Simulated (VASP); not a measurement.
A run of VASP 6.6.1:

File INCAR:

```
SYSTEM = WC
PREC = Accurate
ENCUT = 520
EDIFF = 1E-7
ISMEAR = -1
SIGMA = 0.05
LREAL = Auto
LASPH = .True.
NELM = 80
ALGO = Normal
ISIF = 2
LWAVE = .False.
LCHARG = .False.
GGA = PE
IVDW = 12
NBANDS = 86
```

File KPOINTS:

```
Automatic mesh
0
Gamma
  2 2 1
  0 0 0
```

POSCAR

```
WC
1.0
    5.8116600000      0.0000000000      0.0000000000
   -2.9058300000      5.0330450000      0.0000000000
    0.0000000000      0.0000000000     15.2564750000
W C
8 8
Direct
    0.0000000000      0.0000000000      0.0655459403
   -0.0044378222      0.0041326871      0.2551769003
    0.0000003458      0.4999955295      0.0655459403
   -0.0017876311      0.5041282166      0.2570187412
    0.4999948380      0.0000000000      0.0655459403
    0.4960236501      0.0078878691      0.2564091640
    0.4999951838      0.4999955295      0.0655459403
    0.4976063958      0.5044063782      0.2526730454
    0.3379528509      0.1671354021      0.1483239084
    0.3415158027      0.1702349174      0.3312233003
    0.3395309112      0.6742439219      0.1499560023
    0.3382201235      0.6587860828      0.3275658368
    0.8213064829      0.1628636342      0.1495692812
    0.8268322300      0.1585322603      0.3262549180
    0.8258794660      0.6653626185      0.1522632194
    0.8384498845      0.6676872549      0.3255929040
```

Potentials or basis: VASP PAW PBE potentials, release 64 (W_sv, C).

Command:

```console
$ cat potpaw_PBE.64/W_sv/POTCAR potpaw_PBE.64/C/POTCAR > POTCAR
$ mpirun -np 1 vasp_std > vasp.out
```

Hardware: 1 thread of Intel(R) Xeon(R) 6975P-C (Granite Rapids), with other jobs on the host.

Task: Estimate the wall time of this run.

Result: Wall time 4.5 min on 1 thread of Intel(R) Xeon(R) 6975P-C (Granite Rapids), with other jobs on the host, peak memory 0.59 GiB. Counts: scf iterations 29, k points 4.
